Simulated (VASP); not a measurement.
MgO (Periclase): single point with PBEsol

MgO (Periclase):

```
Mg O
1.0
     0.00000    2.05070    2.05070
     2.05070    0.00000    2.05070
     2.05070    2.05070    0.00000
Mg O
1 1
Direct
  0.00000 0.00000 0.00000
  0.50000 0.50000 0.50000
```

- Program: VASP 6.6.1
- Task: single point
- Functional: PBEsol
- Potentials or basis: VASP PAW PBE potentials, release 64 (Mg, O)
- Cutoff: 600 eV
- k mesh: 8 × 8 × 8
- Occupations: gaussian, width 0.01 eV
- Spin: no spin polarisation

The pressure is 14.6 GPa and the band gap on the k mesh is 5.45 eV, direct.

Levels at points of the mesh, in eV from the valence-band top:
| k point | band 2 | band 3 | band 4 | band 5 | band 6 | band 7 |
| --- | --- | --- | --- | --- | --- | --- |
| (0.00, 0.00, 0.00) | 0.00 | 0.00 | 0.00 | 5.45 | 16.07 | 16.07 |
| (0.50, 0.00, 0.00) | -5.05 | -0.76 | -0.76 | 8.26 | 13.42 | 17.01 |
| (0.50, 0.50, 0.00) | -4.49 | -1.48 | -1.48 | 9.00 | 10.77 | 13.84 |

Wall time 9.6 s on 1 thread of Intel Xeon 8259CL, with other jobs on the host, peak memory 0.14 GiB.

Caveat: the PAW data sets were made with another functional, which shifts forces and pressure a little. Expect the measured gap to be larger: semilocal functionals such as PBEsol lack the derivative discontinuity.
